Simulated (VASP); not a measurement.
Wanted: the native input for a VASP 6.6.1 run.

```
Task                   : single point
Functional             : PBE
Potentials or basis    : VASP PAW PBE potentials, release 64 (Ti_sv, C)
Cutoff                 : 520 eV
k mesh                 : 6 × 6 × 6
Occupations            : gaussian, width 0.1 eV
Spin                   : no spin polarisation
Dipole correction      : no
Further INCAR settings : ALGO = Normal; EDIFF = 1e-06; NBANDS = 15
```

The structure of TiC lies in POSCAR:

```
TiC
1.0
    2.9845947500      0.0000000000      0.0000000000
   -1.4922973700      2.5847348700      0.0000000000
    0.0000000000      0.0000000000      2.8750788700
Ti C
1 1
Direct
    0.0000000000      0.0000000000      0.0000000000
    0.6666666700      0.3333333300      0.5000000000
```

These files were run (other wordings do the same):

INCAR

```
SYSTEM = TiC
PREC = Accurate ; ENCUT = 520
EDIFF = 1E-6 ; ISMEAR = 0
SIGMA = 0.1 ; LREAL = .False.
LASPH = .True. ; NELM = 60
ALGO = Normal ; ISIF = 2
LWAVE = .False. ; LCHARG = .False.
GGA = PE ; NBANDS = 15
```

KPOINTS

```
Automatic mesh
0
Gamma
  6 6 6
  0 0 0
```

Potentials or basis: VASP PAW PBE potentials, release 64 (Ti_sv, C).

The run is started by

```console
$ cat potpaw_PBE.64/Ti_sv/POTCAR potpaw_PBE.64/C/POTCAR > POTCAR
$ mpirun -np 1 vasp_std > vasp.out
```

It gave:

```json
{
  "Pressure": "-7.3 GPa"
}
```

Caveat: the k points lie up to 0.41 Å⁻¹ apart.

Run time: 10 s on 1 thread of Intel(R) Xeon(R) Platinum 8259CL CPU @ 2.50GHz (Skylake/Cascade Lake) (shared host), peak memory 0.14 GiB.
